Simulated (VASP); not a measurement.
# Sn (Im-3m) in VASP: single point with PBE

Aim: the single point of Sn with PBE.

Program: VASP 6.6.1. These are calculated values, not measurements. Logs are shortened: lines on timing, memory, paths and dates and some standing lists are left out, and cuts for length are marked.

## (1) The cell of the first run

Symmetry: Im-3m, No. 229, cubic system. The conventional cell has a = 3.816 Å, b = 3.816 Å, c = 3.816 Å, α = 90.00°, β = 90.00°, γ = 90.00°. Within 4.3 Å of Sn (site symmetry m-3m) lie 14 Sn at 3.30 to 3.82 Å.

## (2) Single point, PBE

Input file INCAR:

```
ALGO = Normal ; EDIFF = 1E-7
ENCUT = 520 ; GGA = PE
ISIF = 2 ; ISMEAR = -1
LASPH = True ; LCHARG = True
LELF = True ; LREAL = False
LVHAR = True ; LWAVE = False
NBANDS = 13 ; NELM = 60
PREC = Accurate ; SIGMA = 0.13605693000000002
```

Input file KPOINTS:

```
k-points
0
Gamma
  12 12 12
```

Input file POSCAR:

```
Sn
1.0
   -1.9080910727      1.9080910727      1.9080910727
    1.9080910727     -1.9080910727      1.9080910727
    1.9080910727      1.9080910727     -1.9080910727
Sn
1
Direct
    0.0000000000      0.0000000000      0.0000000000
```

Potentials or basis: VASP PAW PBE potentials, release 64 (Sn_d).

Command:

```sh
cat potpaw_PBE.64/Sn_d/POTCAR > POTCAR
mpirun -np 1 vasp_std > vasp.out
```

OUTCAR:

```text
EDIFF = 1E-7
   ENCUT = 520
   GGA = PE
   ISIF = 2
   ISMEAR = -1
   LASPH = True
   LREAL = False
   NELM = 60
   PREC = Accurate

 ion  position               nearest neighbor table
   1  0.000  0.000  0.000-

  LATTYP: Found a body centered cubic cell.
 ALAT       =     3.8161821454

  Lattice vectors:

 A1 = (  -1.9080910727,   1.9080910727,   1.9080910727)
 A2 = (   1.9080910727,  -1.9080910727,   1.9080910727)
 A3 = (   1.9080910727,   1.9080910727,  -1.9080910727)

Analysis of symmetry for initial positions (statically):
=====================================================================
 Subroutine PRICEL returns:
 Original cell was already a primitive cell.

 Routine SETGRP: Setting up the symmetry group for a
 body centered cubic supercell.

 Subroutine GETGRP returns: Found 48 space group operations
 (whereof 48 operations were pure point group operations)
 out of a pool of 48 trial point group operations.

The static configuration has the point symmetry O_h .

Analysis of symmetry for dynamics (positions and initial velocities):
=====================================================================
 Subroutine PRICEL returns:
 Original cell was already a primitive cell.

 Routine SETGRP: Setting up the symmetry group for a
 body centered cubic supercell.

 Subroutine GETGRP returns: Found 48 space group operations
 (whereof 48 operations were pure point group operations)
 out of a pool of 48 trial point group operations.

The dynamic configuration has the point symmetry O_h .

 Subroutine INISYM returns: Found 48 space group operations
 (whereof 48 operations are pure point group operations),
 and found     1 'primitive' translations

----------------------------------------------------------------------------------------

                                     Primitive cell

  volume of cell :      27.7880

  direct lattice vectors                    reciprocal lattice vectors
    -1.908091073  1.908091073  1.908091073     0.000000000  0.262042000  0.262042000
     1.908091073 -1.908091073  1.908091073     0.262042000  0.000000000  0.262042000
     1.908091073  1.908091073 -1.908091073     0.262042000  0.262042000  0.000000000

  length of vectors
     3.304910683  3.304910683  3.304910683     0.370583350  0.370583350  0.370583350

  position of ions in fractional coordinates (direct lattice)
     0.000000000  0.000000000  0.000000000

  ion indices of the primitive-cell ions
   primitive index   ion index
                 1           1

----------------------------------------------------------------------------------------

 KPOINTS: k-points

Automatic generation of k-mesh.
 Grid dimensions read from file:
 generate k-points for:   12   12   12

 Generating k-lattice:

  Cartesian coordinates                     Fractional coordinates (reciprocal lattice)
     0.000000000  0.021836833  0.021836833     0.083333333  0.000000000  0.000000000
     0.021836833  0.000000000  0.021836833     0.000000000  0.083333333  0.000000000
     0.021836833  0.021836833  0.000000000     0.000000000  0.000000000  0.083333333

  Length of vectors
     0.030881946  0.030881946  0.030881946

  Shift w.r.t. Gamma in fractional coordinates (k-lattice)
     0.000000000  0.000000000  0.000000000

 Subroutine IBZKPT returns following result:
 ===========================================

 Found     72 irreducible k-points:

 Following reciprocal coordinates:
            Coordinates               Weight
  0.000000  0.000000  0.000000      1.000000
  0.083333  0.000000  0.000000     12.000000
  0.166667  0.000000  0.000000     12.000000
  0.250000  0.000000  0.000000     12.000000
  0.333333  0.000000  0.000000     12.000000
  0.416667  0.000000  0.000000     12.000000
[... 16 lines left out ...]
  0.333333  0.083333  0.083333     24.000000
  0.416667  0.083333  0.083333     12.000000
 [... further k-points ...]
   k-points           NKPTS =     72   k-points in BZ     NKDIM =     72   number of bands    NBANDS=     13
   number of dos      NEDOS =    301   number of ions     NIONS =      1
   total plane-waves  NPLWV =  21952
   dimension x,y,z NGX =    28 NGY =   28 NGZ =   28
   dimension x,y,z NGXF=    56 NGYF=   56 NGZF=   56
   ions per type =               1
   NGX,Y,Z   is equivalent  to a cutoff of  14.08, 14.08, 14.08 a.u.
   NGXF,Y,Z  is equivalent  to a cutoff of  28.17, 28.17, 28.17 a.u.
 SYSTEM =  unknown system
   PREC   = accura    normal or accurate (medium, high low for compatibility)
   ISTART =      0    job   : 0-new  1-cont  2-samecut
   ICHARG =      2    charge: 1-file 2-atom 10-const
   ISPIN  =      1    spin polarized calculation?
   LNONCOLLINEAR =      F non collinear calculations
   LSORBIT =      F    spin-orbit coupling
   LASPH  =      T    aspherical Exc in radial PAW
   ENCUT  =  520.0 eV  38.22 Ry    6.18 a.u.   6.14  6.14  6.14*2*pi/ulx,y,z
   NELM   =     60;   NELMIN=  2; NELMDL= -5     # of ELM steps
   EDIFF  = 0.1E-06   stopping-criterion for ELM
   LREAL  =      F    real-space projection
   EDIFFG = 0.1E-05   stopping-criterion for IOM
   NSW    =      0    number of steps for IOM
   IBRION =     -1    ionic relax: 0-MD 1-quasi-New 2-CG
   NFREE  =      0    steps in history (QN), initial steepest desc. (CG)
   ISIF   =      2    stress and relaxation
   ISYM   =      2    0-nonsym 1-usesym 2-fastsym
   POTIM  = 0.5000    time-step for ionic-motion
   TEBEG  =    0.0;   TEEND  =   0.0 temperature during run
   PSTRESS=    0.0 pullay stress
   NELECT =      14.0000    total number of electrons
   NUPDOWN=      -1.0000    fix difference up-down
   EMIN   =  10.00;   EMAX   =-10.00  energy-range for DOS
   EFERMI =   0.00;   METHOD = LEGACY
   ISMEAR =    -1;   SIGMA  =   0.14  broadening in eV -4-tet -1-fermi 0-gaus
   EFERMI_NEDOS =   21; number of points for ismear=-14 and -15
   IALGO  =     38    algorithm
   IMIX   =      4    mixing-type and parameters
     AMIX     =   0.40;   BMIX     =  1.00
     AMIX_MAG =   1.60;   BMIX_MAG =  1.00
  volume/ion in A,a.u.               =      27.79       187.52
  Fermi-wavevector in a.u.,A,eV,Ry     =   1.302662  2.461674 23.088111  1.696928
  Thomas-Fermi vector in A             =   2.433715
   LORBIT       =      0    0 simple, 1 ext, 2 COOP (PROOUT), +10 PAW based schemes
   GGA     = PE    functional components
   LHFCALC =     F    Hartree Fock is set to
   AEXX    =    0.0000 exact exchange contribution
   IVDW    =     0    specifies the selected vdW correction
   LEPSILON=     F    determine dielectric tensor
   LRPA    =     F    only Hartree local field effects (RPA)
 non-spin polarized calculation
  energy-cutoff  :      520.00
  volume of cell :       27.79
 maximum number of plane-waves:       767
 NGX is ok and might be reduce to    28
   NGX = 13   NGY = 13   NGZ = 13

 number of electron      13.9999997 magnetization

 Free energy of the ion-electron system (eV)
  ---------------------------------------------------
  ext. energy  EPLUGINS =         0.00000000
  ---------------------------------------------------
  free energy    TOTEN  =        -3.79287983 eV

  energy without entropy =       -3.75647942  energy(sigma->0) =       -3.77467962

 E-fermi :   7.8560     XC(G=0): -10.2649

 val. band max:        7.8191006948   @ k =   0.2500   0.1667   0.1667
 cond. band min:       7.9283745268   @ k =  -0.3333   0.3333   0.2500
 fundamental gap:      0.1092738320
 Fermi energy:         7.8560195354

 k-point     1 :       0.0000    0.0000    0.0000
  band No.  band energies     occupation
      1     -13.7297      2.00000
      2     -13.7297      2.00000
      3     -13.7297      2.00000
      4     -13.6005      2.00000
      5     -13.6005      2.00000
      6      -3.1026      2.00000
      7      15.5902      0.00000
      8      15.5902      0.00000
      9      15.5902      0.00000
     10      19.8945      0.00000
     11      19.8945      0.00000
     12      19.8945      0.00000
     13      20.3955      0.00000

 k-point     2 :       0.0833    0.0000    0.0000
  band No.  band energies     occupation
      1     -13.7325      2.00000
      2     -13.7254      2.00000
      3     -13.7161      2.00000
      4     -13.6037      2.00000
      5     -13.6009      2.00000
      6      -2.9540      2.00000
      7      14.3530      0.00000
      8      15.0321      0.00000
      9      15.4023      0.00000
     10      18.5315      0.00000
     11      18.8340      0.00000
     12      19.5977      0.00000
     13      21.0469      0.00000

 k-point     3 :       0.1667    0.0000    0.0000
  band No.  band energies     occupation
      1     -13.7402      2.00000
      2     -13.7152      2.00000
      3     -13.6788      2.00000
      4     -13.6113      2.00000
      5     -13.6020      2.00000
      6      -2.5080      2.00000
      7      11.8831      0.00000
      8      13.9437      0.00000
      9      14.8900      0.00000
     10      17.4290      0.00000
     11      17.8046      0.00000
     12      19.5531      0.00000
     13      21.4419      0.00000

 k-point     4 :       0.2500    0.0000    0.0000
  band No.  band energies     occupation
      1     -13.7507      2.00000
      2     -13.7061      2.00000
      3     -13.6273      2.00000
      4     -13.6175      2.00000
      5     -13.6035      2.00000
      6      -1.7655      2.00000
      7       9.2781      0.00006
      8      12.8864      0.00000
      9      14.2492      0.00000
     10      16.6313      0.00000
     11      17.0097      0.00000
     12      20.0420      0.00000
     13      21.9288      0.00000

 k-point     5 :       0.3333    0.0000    0.0000
  band No.  band energies     occupation
      1     -13.7612      2.00000
      2     -13.7053      2.00000
      3     -13.6164      2.00000
      4     -13.6049      2.00000
      5     -13.5753      2.00000
      6      -0.7376      2.00000
      7       6.8437      1.99883
      8      12.0569      0.00000
      9      13.6865      0.00000
     10      16.0820      0.00000
     11      16.4472      0.00000
     12      20.9216      0.00000
     13      22.5568      0.00000

 k-point     6 :       0.4167    0.0000    0.0000
  band No.  band energies     occupation
      1     -13.7688      2.00000
      2     -13.7099      2.00000
      3     -13.6108      2.00000
      4     -13.6059      2.00000
      5     -13.5368      2.00000
      6       0.5156      2.00000
      7       4.7260      2.00000
      8      11.5346      0.00000
      9      13.3164      0.00000
     10      15.7609      0.00000
     11      16.1122      0.00000
     12      21.9765      0.00000
     13      23.2588      0.00000

 k-point     7 :       0.5000    0.0000    0.0000
  band No.  band energies     occupation
      1     -13.7716      2.00000
      2     -13.7124      2.00000
      3     -13.6079      2.00000
      4     -13.6063      2.00000
      5     -13.5226      2.00000
      6       1.4355      2.00000
      7       3.5152      2.00000
      8      11.3567      0.00000
      9      13.1884      0.00000
     10      15.6554      0.00000
     11      16.0010      0.00000
     12      22.5996      0.00000
     13      23.6596      0.00000
[... 193 lines left out ...]
 k-point    20 :       0.0833    0.0833    0.0833
  band No.  band energies     occupation
      1     -13.7317      2.00000
      2     -13.7317      2.00000
      3     -13.6508      2.00000
      4     -13.6076      2.00000
      5     -13.6076      2.00000
      6      -2.2106      2.00000
      7      11.1484      0.00000
      8      13.1156      0.00000
      9      13.1156      0.00000
     10      18.6803      0.00000
     11      18.6803      0.00000
     12      20.7320      0.00000
     13      21.5853      0.00000

 k-point    21 :       0.1667    0.0833    0.0833
  band No.  band energies     occupation
      1     -13.7417      2.00000
      2     -13.7198      2.00000
      3     -13.6151      2.00000
      4     -13.6090      2.00000
      5     -13.6064      2.00000
      6      -1.4701      2.00000
      7       9.1770      0.00012
      8      11.4454      0.00000
      9      12.2898      0.00000
     10      18.7519      0.00000
     11      18.9963      0.00000
     12      20.7460      0.00000
     13      22.1375      0.00000

 k-point    22 :       0.2500    0.0833    0.0833
  band No.  band energies     occupation
      1     -13.7509      2.00000
      2     -13.7075      2.00000
      3     -13.6152      2.00000
      4     -13.6060      2.00000
      5     -13.5753      2.00000
      6      -0.4500      2.00000
      7       6.9983      1.99635
      8      10.4029      0.00000
      9      11.6552      0.00000
     10      18.3777      0.00000
     11      18.8459      0.00000
     12      21.3460      0.00000
     13      22.7861      0.00000

 k-point    23 :       0.3333    0.0833    0.0833
  band No.  band energies     occupation
      1     -13.7572      2.00000
      2     -13.7019      2.00000
      3     -13.6105      2.00000
      4     -13.6060      2.00000
      5     -13.5522      2.00000
      6       0.7805      2.00000
      7       4.9924      2.00000
      8       9.8243      0.00000
      9      11.2614      0.00000
     10      18.0827      0.00000
     11      18.6038      0.00000
     12      22.3620      0.00000
     13      23.5166      0.00000

 k-point    24 :       0.4167    0.0833    0.0833
  band No.  band energies     occupation
      1     -13.7595      2.00000
      2     -13.7009      2.00000
      3     -13.6073      2.00000
      4     -13.6061      2.00000
      5     -13.5442      2.00000
      6       1.6560      2.00000
      7       3.8492      2.00000
      8       9.6358      0.00000
      9      11.1283      0.00000
     10      17.9785      0.00000
     11      18.5091      0.00000
     12      22.9990      0.00000
     13      23.9443      0.00000

 [... further k-points ...]
[... 5 lines left out ...]
  --------------------------------------------------------------------------------------
  -------------------------------------------------------------------------------------
  Total       -0.0519633     -0.0519633     -0.0519633      0.0000000      0.0000000      0.0000000
  in kB       -2.9960542     -2.9960542     -2.9960542      0.0000000      0.0000000      0.0000000
  external PRESSURE =      -2.9960542 kB  Pullay stress =       0.0000000 kB

 VOLUME and BASIS-vectors are now :
 -----------------------------------------------------------------------------
  energy-cutoff  :      520.00
  volume of cell :       27.79
      direct lattice vectors                 reciprocal lattice vectors
    -1.908091073  1.908091073  1.908091073     0.000000000  0.262042000  0.262042000
     1.908091073 -1.908091073  1.908091073     0.262042000  0.000000000  0.262042000
     1.908091073  1.908091073 -1.908091073     0.262042000  0.262042000  0.000000000

 POSITION                                       TOTAL-FORCE (eV/Angst)
 -----------------------------------------------------------------------------------
      0.00000      0.00000      0.00000         0.000000      0.000000      0.000000
 -----------------------------------------------------------------------------------
    total drift:                               -0.000000     -0.000000     -0.000000

  FREE ENERGIE OF THE ION-ELECTRON SYSTEM (eV)
  ---------------------------------------------------
  free  energy   TOTEN  =        -3.7928798324 eV

  energy  without entropy=       -3.7564794155  energy(sigma->0) =       -3.77467962
```

Run time: 17 s. Hardware: 1 thread of Intel Xeon Platinum 8559C (Emerald Rapids), shared host; peak memory 0.16 GiB.

Results:

| Item | Value |
| --- | --- |
| Free energy | -3.7929 eV |
| Pressure | -0.3 GPa |
| Band gap on the k mesh | zero (band 7 reaches 15.59 eV, above the bottom of band 8 at 5.43 eV) |

Caveat: spin-orbit coupling is left out, which moves the levels of the heavy elements.
